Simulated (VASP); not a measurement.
Wanted: the native input for a VASP 6.6.1 run.

| Item | Value |
| --- | --- |
| Task | single point |
| Functional | PBE |
| Potentials or basis | VASP PAW PBE potentials, release 64 (Ga_d, La, Pd) |
| Cutoff | 520 eV |
| k mesh | 3 × 3 × 3 |
| Occupations | gaussian, width 0.1 eV |
| Spin | no spin polarisation |
| Dipole correction | no |
| Further INCAR settings | ALGO = Normal; EDIFF = 1e-07; NBANDS = 44 |

The structure of LaGa3Pd2 lies in POSCAR:

```
LaGa3Pd2
1.0
    4.6399010000      0.4052980000      1.0708770000
   -1.0415160000      4.8349250000      0.3285250000
    0.3509440000      0.4748310000      5.5840170000
Ga La Pd
3 1 2
Direct
    0.1873580967     -0.0061972565      0.3322137947
    0.1698257625      0.5181541407      0.1637899576
    0.4611200613      0.6296367547      0.4522924478
    0.8369890770      0.5978375982      0.7845866249
    0.5098119590      0.1170324623      0.5955741197
    0.7798966345      0.0458106203      0.1224762922
```

These files were run (other wordings do the same):

INCAR

```
ALGO = Normal
EDIFF = 1E-7
ENCUT = 520
GGA = PE
ISIF = 2
ISMEAR = 0
LASPH = T
LCHARG = T
LELF = T
LREAL = F
LVHAR = T
LWAVE = F
NBANDS = 44
NELM = 100
PREC = Accurate
SIGMA = 0.1
```

KPOINTS

```
k-points
0
Gamma
  3 3 3
```

Potentials or basis: VASP PAW PBE potentials, release 64 (Ga_d, La, Pd).

The run is started by

```console
$ cat potpaw_PBE.64/Ga_d/POTCAR potpaw_PBE.64/La/POTCAR potpaw_PBE.64/Pd/POTCAR > POTCAR
$ mpirun -np 1 vasp_std > vasp.out
```

It gave:

| Quantity | Value |
| --- | --- |
| Pressure | 3.4 GPa |
| Largest force | 1.708 eV/Å |
| Band gap on the k mesh | zero (filled and empty bands overlap) |

Caveat: the k points lie up to 0.46 Å⁻¹ apart; spin-orbit coupling is left out, which moves the levels of the heavy elements.

Wall time 60 s on 1 thread of Intel(R) Xeon(R) 6975P-C (Granite Rapids) (shared host), peak memory 0.27 GiB.
